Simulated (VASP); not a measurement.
A run of VASP 6.6.1:

Contents of INCAR:

```
PREC = Accurate
ENCUT = 600
EDIFF = 1E-6
ISMEAR = 0
SIGMA = 0.1
LREAL = F
LASPH = T
NELM = 60
ALGO = Normal
ISIF = 3
LWAVE = F
LCHARG = F
GGA = PE
IBRION = 2
NSW = 90
EDIFFG = -0.04
```

Contents of KPOINTS:

```
regular mesh
0
Gamma
  4 4 4
```

Contents of POSCAR:

```
LaHg3N2
1.0
    4.5297940912      0.0000000000      0.0000000000
    0.0000000000      4.5297940912      0.0000000000
    0.0000000000      0.0000000000      7.2008065383
La Hg N
1 3 2
Direct
    0.5000000000      0.5000000000      0.0000000000
    0.5000000000      0.0000000000      0.5578853115
    0.0000000000      0.5000000000      0.4421146885
    0.0000000000      0.0000000000      0.0000000000
    0.5000000000      0.0000000000      0.8806375647
    0.0000000000      0.5000000000      0.1193624353
```

Potentials or basis: VASP PAW PBE potentials, release 64 (La, Hg, N).

Command:

```console
$ cat potpaw_PBE.64/La/POTCAR potpaw_PBE.64/Hg/POTCAR potpaw_PBE.64/N/POTCAR > POTCAR
$ mpirun -np 1 vasp_std > vasp.out
```

Hardware: 1 thread of Intel(R) Xeon(R) 6975P-C (Granite Rapids) (shared host).

Problem. Estimate the wall time of this run.

Solution. Run time: 12 min on 1 thread of Intel(R) Xeon(R) 6975P-C (Granite Rapids) (shared host), peak memory 0.38 GiB. Counts: scf iterations 170, k points 18, ion steps 21.
